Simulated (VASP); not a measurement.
# C in VASP: further runs

Runs on C. Level: PBE. Tasks: single point.

All numbers are computed with VASP 6.6.1; they aren't measurements. Logs are shortened: lines on timing, memory, paths and dates and some standing lists are left out, and cuts for length are marked.

### Step 1. The cell of the first run

The cell holds a wire or tube with vacuum around it, 12 atoms: a = 2.466 Å, b = 8.871 Å, c = 26.050 Å, α = 90.00°, β = 90.00°, γ = 97.99°.

### Step 2. Single point, PBE

Contents of INCAR:

```
  PREC = Accurate
  ENCUT = 520
  EDIFF = 1E-7
  ISMEAR = 0
  SIGMA = 0.1
  LREAL = False
  LASPH = True
  NELM = 80
  ALGO = Normal
  ISIF = 2
  LWAVE = False
  LCHARG = False
  LDIPOL = True
  IDIPOL = 3
  DIPOL = 0.5 0.5 0.500
  GGA = PE
  ISYM = 0
  NBANDS = 36
```

Contents of KPOINTS:

```
regular mesh
0
Gamma
  14 4 1
```

Contents of POSCAR:

```
C
1.0
    2.4663511032      0.0000000000      0.0000000000
   -1.2331755516      8.7850943595      0.0000000000
    0.0000000000      0.0000000000     26.0497676497
C
12
Direct
    0.0398889164      0.0797720996      0.2895819786
    0.5485655606      0.0971196729      0.3126307557
    0.5691173924      0.1382291918      0.3675589448
    0.0787886030      0.1575746557      0.3935281434
    0.0986280139      0.1972568434      0.4470089179
    0.6083670570      0.2167336276      0.4733281905
    0.6281021395      0.2562021877      0.5266685206
    0.1378388253      0.2756723331      0.5529883878
    0.1576652436      0.3153310751      0.6064710874
    0.6673290830      0.3346648165      0.6324413945
    0.6878666085      0.3757502418      0.6873718299
    0.1965388936      0.3930859283      0.7104218489
```

Potentials or basis: VASP PAW PBE potentials, release 64 (C).

Started as:

```console
$ cat potpaw_PBE.64/C/POTCAR > POTCAR
$ mpirun -np 1 vasp_std > vasp.out
```

OUTCAR:

```text
PREC = Accurate
   ENCUT = 520
   EDIFF = 1E-7
   ISMEAR = 0
   LREAL = False
   LASPH = True
   NELM = 80
   ISIF = 2
   GGA = PE
   ISYM = 0

 ion  position               nearest neighbor table
   1  0.040  0.080  0.290-   2 1.38   2 1.38
   2  0.549  0.097  0.313-   1 1.38   1 1.38   3 1.48
   3  0.569  0.138  0.368-   4 1.42   4 1.42   2 1.48
   4  0.079  0.158  0.394-   3 1.42   3 1.42   5 1.44
   5  0.099  0.197  0.447-   6 1.42   6 1.42   4 1.44
   6  0.608  0.217  0.473-   5 1.42   5 1.42   7 1.43
   7  0.628  0.256  0.527-   8 1.42   8 1.42   6 1.43
   8  0.138  0.276  0.553-   7 1.42   7 1.42   9 1.44
   9  0.158  0.315  0.606-  10 1.42  10 1.42   8 1.44
  10  0.667  0.335  0.632-   9 1.42   9 1.42  11 1.48
  11  0.688  0.376  0.687-  12 1.38  12 1.38  10 1.48
  12  0.197  0.393  0.710-  11 1.38  11 1.38

IMPORTANT INFORMATION: All symmetrisations will be switched off!
NOSYMM: (Re-)initialisation of all symmetry stuff for point group C_1.

----------------------------------------------------------------------------------------

                                     Primitive cell

  volume of cell :     564.4236

  direct lattice vectors                    reciprocal lattice vectors
     2.466351103  0.000000000  0.000000000     0.405457276  0.056914585  0.000000000
    -1.233175552  8.785094360  0.000000000     0.000000000  0.113829170  0.000000000
     0.000000000  0.000000000 26.049767650     0.000000000  0.000000000  0.038388058

  length of vectors
     2.466351103  8.871223413 26.049767650     0.409432379  0.113829170  0.038388058

  position of ions in fractional coordinates (direct lattice)
     0.039888916  0.079772100  0.289581979
     0.548565561  0.097119673  0.312630756
     0.569117392  0.138229192  0.367558945
     0.078788603  0.157574656  0.393528143
     0.098628014  0.197256843  0.447008918
     0.608367057  0.216733628  0.473328190
     0.628102140  0.256202188  0.526668521
     0.137838825  0.275672333  0.552988388
     0.157665244  0.315331075  0.606471087
     0.667329083  0.334664817  0.632441394
     0.687866609  0.375750242  0.687371830
     0.196538894  0.393085928  0.710421849

  ion indices of the primitive-cell ions
   primitive index   ion index
                 1           1
                 2           2
                 3           3
                 4           4
                 5           5
                 6           6
                 7           7
                 8           8
                 9           9
                10          10
                11          11
                12          12

----------------------------------------------------------------------------------------

 KPOINTS: regular mesh

Automatic generation of k-mesh.
 Grid dimensions read from file:
 generate k-points for:   14    4    1

 Generating k-lattice:

  Cartesian coordinates                     Fractional coordinates (reciprocal lattice)
     0.028961234  0.004065328  0.000000000     0.071428571  0.000000000  0.000000000
     0.000000000  0.028457293  0.000000000     0.000000000  0.250000000  0.000000000
     0.000000000  0.000000000  0.038388058     0.000000000  0.000000000  1.000000000

  Length of vectors
     0.029245170  0.028457293  0.038388058

  Shift w.r.t. Gamma in fractional coordinates (k-lattice)
     0.000000000  0.000000000  0.000000000

 -----------------------------------------------------------------------------
|                                                                             |
|           W    W    AA    RRRRR   N    N  II  N    N   GGGG   !!!           |
|           W    W   A  A   R    R  NN   N  II  NN   N  G    G  !!!           |
|           W    W  A    A  R    R  N N  N  II  N N  N  G       !!!           |
|           W WW W  AAAAAA  RRRRR   N  N N  II  N  N N  G  GGG   !            |
|           WW  WW  A    A  R   R   N   NN  II  N   NN  G    G                |
|           W    W  A    A  R    R  N    N  II  N    N   GGGG   !!!           |
|                                                                             |
|     Your reciprocal lattice and k-lattice belong to different lattice       |
|     classes:                                                                |
|                                                                             |
|        The reciprocal lattice is base centered orthorhombic,                |
|        whereas your k-lattice is simple monoclinic.                         |
|                                                                             |
|     Results are often still useful ...                                      |
|                                                                             |
 -----------------------------------------------------------------------------

 WARNING: IBZKPT: internal override: KBLOWUP is changed to .FALSE.
      ... skipping the blow-up phase ...

 Subroutine IBZKPT returns following result:
 ===========================================

 Found     30 irreducible k-points:

 Following reciprocal coordinates:
            Coordinates               Weight
  0.000000  0.000000  0.000000      1.000000
  0.071429 -0.000000  0.000000      2.000000
  0.142857  0.000000  0.000000      2.000000
  0.214286  0.000000  0.000000      2.000000
  0.285714 -0.000000  0.000000      2.000000
  0.357143 -0.000000  0.000000      2.000000
[... 16 lines left out ...]
  0.000000  0.500000  0.000000      1.000000
  0.071429  0.500000  0.000000      2.000000
 [... further k-points ...]
   k-points           NKPTS =     30   k-points in BZ     NKDIM =     30   number of bands    NBANDS=     36
   number of dos      NEDOS =    301   number of ions     NIONS =     12
   total plane-waves  NPLWV = 246960
   dimension x,y,z NGX =    18 NGY =   70 NGZ =  196
   dimension x,y,z NGXF=    36 NGYF=  140 NGZF=  392
   ions per type =              12
   NGX,Y,Z   is equivalent  to a cutoff of  12.13, 13.12, 12.51 a.u.
   NGXF,Y,Z  is equivalent  to a cutoff of  24.27, 26.24, 25.02 a.u.
 SYSTEM =  unknown system
   PREC   = accura    normal or accurate (medium, high low for compatibility)
   ISTART =      0    job   : 0-new  1-cont  2-samecut
   ICHARG =      2    charge: 1-file 2-atom 10-const
   ISPIN  =      1    spin polarized calculation?
   LNONCOLLINEAR =      F non collinear calculations
   LSORBIT =      F    spin-orbit coupling
   LASPH  =      T    aspherical Exc in radial PAW
   ENCUT  =  520.0 eV  38.22 Ry    6.18 a.u.   4.59 16.49 48.44*2*pi/ulx,y,z
   NELM   =     80;   NELMIN=  2; NELMDL= -5     # of ELM steps
   EDIFF  = 0.1E-06   stopping-criterion for ELM
   LREAL  =      F    real-space projection
   EDIFFG = 0.1E-05   stopping-criterion for IOM
   NSW    =      0    number of steps for IOM
   IBRION =     -1    ionic relax: 0-MD 1-quasi-New 2-CG
   NFREE  =      0    steps in history (QN), initial steepest desc. (CG)
   ISIF   =      2    stress and relaxation
   ISYM   =      0    0-nonsym 1-usesym 2-fastsym
   POTIM  = 0.5000    time-step for ionic-motion
   TEBEG  =    0.0;   TEEND  =   0.0 temperature during run
   PSTRESS=    0.0 pullay stress
   NELECT =      48.0000    total number of electrons
   NUPDOWN=      -1.0000    fix difference up-down
   EMIN   =  10.00;   EMAX   =-10.00  energy-range for DOS
   EFERMI =   0.00;   METHOD = LEGACY
   ISMEAR =     0;   SIGMA  =   0.10  broadening in eV -4-tet -1-fermi 0-gaus
   EFERMI_NEDOS =   21; number of points for ismear=-14 and -15
   IALGO  =     38    algorithm
   IMIX   =      4    mixing-type and parameters
     AMIX     =   0.40;   BMIX     =  1.00
     AMIX_MAG =   1.60;   BMIX_MAG =  1.00
  volume/ion in A,a.u.               =      47.04       317.41
  Fermi-wavevector in a.u.,A,eV,Ry     =   0.719924  1.360460  7.051778  0.518291
  Thomas-Fermi vector in A             =   1.809245
   LORBIT       =      0    0 simple, 1 ext, 2 COOP (PROOUT), +10 PAW based schemes
   GGA     = PE    functional components
   LHFCALC =     F    Hartree Fock is set to
   AEXX    =    0.0000 exact exchange contribution
   IVDW    =     0    specifies the selected vdW correction
   LEPSILON=     F    determine dielectric tensor
   LRPA    =     F    only Hartree local field effects (RPA)
 non-spin polarized calculation
 Gauss-broadening in eV      SIGMA  =   0.10
  energy-cutoff  :      520.00
  volume of cell :      564.42
 maximum number of plane-waves:     15304
   NGX =  9   NGY = 33   NGZ = 97

 dipolmoment           0.000000      0.000000     -0.000009 electrons x Angstroem

 number of electron      48.0000001 magnetization

 dipolmoment           0.000000      0.000000      0.000007 electrons x Angstroem

 Free energy of the ion-electron system (eV)
  ---------------------------------------------------
  ext. energy  EPLUGINS =         0.00000000
  ---------------------------------------------------
  free energy    TOTEN  =      -104.22156479 eV

  energy without entropy =     -104.19749102  energy(sigma->0) =     -104.20952790

 E-fermi :  -3.4071     XC(G=0):  -2.7262

 val. band max:       -3.4223024235   @ k =   0.2143   0.5000   0.0000
 cond. band min:      -3.3118704987   @ k =   0.1429   0.0000   0.0000
 fundamental gap:      0.1104319248
 Fermi energy:        -3.4071108313

 k-point     1 :       0.0000    0.0000    0.0000
  band No.  band energies     occupation
      1     -22.7235      2.00000
      2     -22.2905      2.00000
      3     -21.5320      2.00000
      4     -20.5308      2.00000
      5     -19.3069      2.00000
      6     -18.0243      2.00000
[... 28 lines left out ...]
     35       2.5844      0.00000
     36       2.9190      0.00000

 k-point     2 :       0.0714   -0.0000    0.0000
  band No.  band energies     occupation
      1     -22.6335      2.00000
      2     -22.2012      2.00000
      3     -21.4440      2.00000
      4     -20.4449      2.00000
      5     -19.2246      2.00000
      6     -17.9467      2.00000
[... 28 lines left out ...]
     35       2.7030      0.00000
     36       3.0386      0.00000

 k-point     3 :       0.1429    0.0000    0.0000
  band No.  band energies     occupation
      1     -22.3639      2.00000
      2     -21.9339      2.00000
      3     -21.1805      2.00000
      4     -20.1880      2.00000
      5     -18.9787      2.00000
      6     -17.7144      2.00000
[... 28 lines left out ...]
     35       3.0121      0.00000
     36       3.3713      0.00000
[... 742 lines left out ...]
 k-point    23 :       0.0000    0.5000    0.0000
  band No.  band energies     occupation
      1     -22.7235      2.00000
      2     -22.2905      2.00000
      3     -21.5320      2.00000
      4     -20.5308      2.00000
      5     -19.3069      2.00000
      6     -18.0243      2.00000
[... 28 lines left out ...]
     35       2.4531      0.00000
     36       2.6714      0.00000

 k-point    24 :       0.0714    0.5000    0.0000
  band No.  band energies     occupation
      1     -22.6335      2.00000
      2     -22.2012      2.00000
      3     -21.4440      2.00000
      4     -20.4449      2.00000
      5     -19.2246      2.00000
      6     -17.9467      2.00000
[... 28 lines left out ...]
     35       2.5781      0.00000
     36       2.7260      0.00000

 [... further k-points ...]

------------------------ aborting loop because EDIFF is reached ----------------------------------------

 vacuum level on the upper side and lower side of the slab       (xc-potential included)        -0.024        -0.024

  FORCE on cell =-STRESS in cart. coord.  units (eV):
  Direction    XX          YY          ZZ          XY          YZ          ZX
  --------------------------------------------------------------------------------------
  -------------------------------------------------------------------------------------
  Total        3.9992680     -0.0194674      0.3352557      0.0001018      0.1118161      0.0001341
  in kB       11.3523533     -0.0552604      0.9516593      0.0002889      0.3174020      0.0003808
  external PRESSURE =       4.0829174 kB  Pullay stress =       0.0000000 kB

 VOLUME and BASIS-vectors are now :
 -----------------------------------------------------------------------------
  energy-cutoff  :      520.00
  volume of cell :      564.42
      direct lattice vectors                 reciprocal lattice vectors
     2.466351103  0.000000000  0.000000000     0.405457276  0.056914585  0.000000000
    -1.233175552  8.785094360  0.000000000     0.000000000  0.113829170  0.000000000
     0.000000000  0.000000000 26.049767650     0.000000000  0.000000000  0.038388058

 POSITION                                       TOTAL-FORCE (eV/Angst)
 -----------------------------------------------------------------------------------
      0.00001      0.70081      7.54354         0.000014     -0.011167     -0.038358
      1.23319      0.85321      8.14396        -0.000107      0.001751     -0.000041
      1.23318      1.21436      9.57483        -0.000219     -0.001077     -0.000539
      0.00000      1.38431     10.25132         0.000231     -0.000557      0.003729
     -0.00000      1.73292     11.64448         0.000041     -0.002436     -0.011549
      1.23318      1.90403     12.33009         0.000018      0.004140      0.011760
      1.23318      2.25076     13.71959         0.000294     -0.004203     -0.011737
      0.00001      2.42181     14.40522        -0.000309      0.002294      0.011378
     -0.00000      2.77021     15.79843        -0.000117      0.000718     -0.003491
      1.23317      2.94006     16.47495         0.000091      0.001177      0.000567
      1.23315      3.30100     17.90588         0.000766     -0.001766      0.000091
     -0.00001      3.45330     18.50632        -0.000702      0.011127      0.038192
 -----------------------------------------------------------------------------------
    total drift:                                0.001342      0.000330     -0.000156

  FREE ENERGIE OF THE ION-ELECTRON SYSTEM (eV)
  ---------------------------------------------------
  free  energy   TOTEN  =      -104.2215647869 eV

  energy  without entropy=     -104.1974910196  energy(sigma->0) =     -104.20952790

 vacuum level on the upper side and lower side of the slab         2.151         2.151
```

Run time: 10 min. Hardware: 1 thread of Intel Xeon 6975P-C (Granite Rapids), shared host; peak memory 0.79 GiB.

Results:

```
Free energy            : -104.2216 eV
Largest force          : 0.040 eV/Å
Band gap on the k mesh : zero (bands 24 and 25 overlap by 0.37 eV)
```

Forces on the atoms (eV/Å):
```
C    0.000 -0.011 -0.038
C    0.000  0.002  0.000
C    0.000 -0.001 -0.001
C    0.000 -0.001  0.004
C    0.000 -0.002 -0.012
C    0.000  0.004  0.012
C    0.000 -0.004 -0.012
C    0.000  0.002  0.011
C    0.000  0.001 -0.003
C    0.000  0.001  0.001
C    0.001 -0.002  0.000
C   -0.001  0.011  0.038
```

### Step 3. Single point, PBE

Contents of INCAR:

```
SYSTEM = C
PREC     = Accurate       ! precision mode
ENCUT    = 520            ! plane-wave cutoff, eV
EDIFF    = 1E-6           ! SCF threshold, eV
ISMEAR   = -1             ! smearing method
SIGMA    = 0.025          ! smearing width, eV
LREAL    = .FALSE.        ! projectors in reciprocal space
LASPH    = .TRUE.         ! aspherical terms in the spheres
NELM     = 80             ! most SCF steps
ALGO     = Normal         ! electronic algorithm
ISIF     = 2              ! what is computed and relaxed
LWAVE    = .FALSE.        ! write WAVECAR
LCHARG   = .FALSE.        ! write CHGCAR
LDIPOL   = .TRUE.       
IDIPOL   = 3            
DIPOL    = 0.5 0.5 0.500
GGA      = PE             ! functional
ISYM     = 0            
NBANDS   = 36             ! bands
```

Contents of KPOINTS:

```
regular mesh
0
G
  14 4 1
  0 0 0
```

Contents of POSCAR:

```
C
1.0
    2.4663511032      0.0000000000      0.0000000000
   -1.2331755516      8.7850943595      0.0000000000
    0.0000000000      0.0000000000     26.0497676497
C
12
Direct
    0.0394082316      0.0788164632      0.2879104375
    0.5492602895      0.0985205789      0.3144216328
    0.5689644053      0.1379288105      0.3674440234
    0.0788164632      0.1576329263      0.3939552187
    0.0985205789      0.1970411579      0.4469776094
    0.6083726368      0.2167452737      0.4734888047
    0.6280767526      0.2561535052      0.5265111953
    0.1379288105      0.2758576210      0.5530223906
    0.1576329263      0.3152658526      0.6060447813
    0.6674849842      0.3349699684      0.6325559766
    0.6871891000      0.3743782000      0.6855783672
    0.1970411579      0.3940823158      0.7120895625
```

Potentials or basis: VASP PAW PBE potentials, release 64 (C).

Started as:

```console
$ cat potpaw_PBE.64/C/POTCAR > POTCAR
$ mpirun -np 1 vasp_std > vasp.out
```

OUTCAR:

```text
SYSTEM = C
   PREC = Accurate
   ENCUT = 520
   EDIFF = 1E-6
   ISMEAR = -1
   LREAL = .FALSE.
   LASPH = .TRUE.
   NELM = 80
   ISIF = 2
   GGA = PE
   ISYM = 0

 ion  position               nearest neighbor table
   1  0.039  0.079  0.288-   2 1.42   2 1.42
   2  0.549  0.099  0.314-   3 1.42   1 1.42   1 1.42
   3  0.569  0.138  0.367-   2 1.42   4 1.42   4 1.42
   4  0.079  0.158  0.394-   3 1.42   3 1.42   5 1.42
   5  0.099  0.197  0.447-   6 1.42   6 1.42   4 1.42
   6  0.608  0.217  0.473-   7 1.42   5 1.42   5 1.42
[... 1155 lines left out ...]
 -----------------------------------------------------------------------------
  energy-cutoff  :      520.00
  volume of cell :      564.42
      direct lattice vectors                 reciprocal lattice vectors
     2.466351103  0.000000000  0.000000000     0.405457276  0.056914585  0.000000000
    -1.233175552  8.785094360  0.000000000     0.000000000  0.113829170  0.000000000
     0.000000000  0.000000000 26.049767650     0.000000000  0.000000000  0.038388058

 POSITION                                       TOTAL-FORCE (eV/Angst)
 -----------------------------------------------------------------------------------
      0.00000      0.69241      7.50000        -0.000208      0.418910      1.704902
      1.23318      0.86551      8.19061         0.000171     -0.642983     -2.591235
      1.23318      1.21172      9.57183        -0.000099      0.232513      0.919678
      0.00000      1.38482     10.26244         0.000167     -0.045402     -0.178506
     -0.00000      1.73103     11.64366        -0.000080      0.027896      0.110645
      1.23318      1.90413     12.33427         0.000054     -0.010997     -0.043782
      1.23318      2.25033     13.71549         0.000121      0.010998      0.043720
      0.00000      2.42344     14.40610        -0.000071     -0.027872     -0.110773
      0.00000      2.76964     15.78733         0.000188      0.045418      0.178659
      1.23318      2.94274     16.47794        -0.000162     -0.232549     -0.919824
      1.23318      3.28895     17.85916         0.000126      0.643216      2.591999
      0.00000      3.46205     18.54977        -0.000208     -0.419148     -1.705481
 -----------------------------------------------------------------------------------
    total drift:                                0.001366      0.000194     -0.000279

  FREE ENERGIE OF THE ION-ELECTRON SYSTEM (eV)
  ---------------------------------------------------
  free  energy   TOTEN  =      -103.9806769610 eV

  energy  without entropy=     -103.9529325211  energy(sigma->0) =     -103.96680474

 vacuum level on the upper side and lower side of the slab         2.279         2.276
```

It took 10 min on 1 thread of Intel Xeon 6975P-C (Granite Rapids), shared host; peak memory 0.78 GiB.

What came out:

```yaml
Free_energy: -103.9807 eV
Largest_force: 2.671 eV/Å
Band_gap_on_the_k_mesh: zero (bands 24 and 25 overlap by 0.16 eV)
```

Forces in eV/Å, atoms in the order of the input:
```
C    0.000  0.419  1.705
C    0.000 -0.643 -2.591
C    0.000  0.233  0.920
C    0.000 -0.045 -0.179
C    0.000  0.028  0.111
C    0.000 -0.011 -0.044
C    0.000  0.011  0.044
C    0.000 -0.028 -0.111
C    0.000  0.045  0.179
C    0.000 -0.233 -0.920
C    0.000  0.643  2.592
C    0.000 -0.419 -1.705
```

The gap in the log of VASP goes by the Fermi energy; the results here count the filled bands.